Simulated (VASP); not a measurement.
Crystal: AlCu.

```
Al Cu
1.0
     2.99751    0.00000    0.00000
     0.00000    2.99751    0.00000
     0.00000    0.00000    2.99751
Al Cu
1 1
Cartesian
  0.0000 0.0000 0.0000
  1.4988 1.4988 1.4988
```

* Program: VASP 6.6.1
* Task: relaxation of cell and atoms
* Functional: r2SCAN
* Potentials or basis: VASP PAW PBE potentials, release 64 (Al, Cu)
* Cutoff: 660 eV
* k mesh: 7 × 7 × 7
* Occupations: fermi-dirac, width 0.05 eV
* Spin: no spin polarisation

At the start: pressure -4.5 GPa; volume 13.47 Å³/atom.

Q: Where does the relaxation end?

A: Over 3 steps the energy falls by 7.1 meV/atom and the volume is 12.97 Å³/atom (-3.7 %); space group Pm-3m (No. 221, to 0.05 Å).

The path:
| step | energy change (eV) | largest force (eV/Å) | pressure (GPa) | volume (Å³) |
| --- | --- | --- | --- | --- |
| 1 | 0.0000 | 0.0000 | -4.47 | 26.93 |
| 2 | -0.0109 | 0.0000 | 2.43 | 25.49 |
| 3 | -0.0143 | 0.0000 | 0.01 | 25.95 |

Final structure:
```
Al Cu
1.0
     2.96052    0.00000    0.00000
     0.00000    2.96052    0.00000
     0.00000    0.00000    2.96052
Al Cu
1 1
Direct
  0.00000 0.00000 0.00000
  0.50000 0.50000 0.50000
```

Caveat: the PAW data sets were made with another functional, which shifts forces and pressure a little.
